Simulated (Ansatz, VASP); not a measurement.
**Al2Ru in VASP and in Ansatz**

```xyz
3
Lattice="-1.6312 1.6312 4.3954 1.6312 -1.6312 4.3954 1.6312 1.6312 -4.3954" Properties=species:S:1:pos:R:3 pbc="T T T"
Al    0.0000    0.0000    5.7940
Al    0.0000    0.0000    2.9969
Ru    0.0000    0.0000    0.0000
```

Alike in both runs: task single point; functional LDA; k mesh 20 × 20 × 20; occupations gaussian, width 0.15 eV; no spin polarisation.

|  | VASP | Ansatz |
| --- | --- | --- |
| version | VASP 6.6.1 | Ansatz 0.2.0 |
| potentials or method | VASP PAW LDA potentials, release 64 (Al, Ru_pv), cutoff 520 eV | scalar-relativistic, plane waves, PAW |
| valence electrons in the cell | 20 | 22 |

|  | VASP | Ansatz | Ansatz less VASP |
| --- | --- | --- | --- |
| gap on the k mesh at the Fermi level (eV) | none | none | - |
| pressure (GPa) | -20.9 | -21.1 | -0.23 |
| traceless stress, the component that is largest in VASP (GPa) | -0.77 | -0.77 | 0.000 |
| rms of the force components (eV/Å) | 0.200 | 0.205 | +0.0056 |

Ansatz warns that its potentials were made for another functional, while VASP's fit it. LDA's correlation is that of Perdew and Zunger in VASP and of Perdew and Wang (1992) in Ansatz. Atom by atom the forces differ by 0.006 eV/Å (rms over components). A gap of «none» marks a metal or a gap that the smearing closes. VASP's potentials hold 20 valence electrons a cell and Ansatz's 22, so a difference there can come from the potentials and not from the codes.
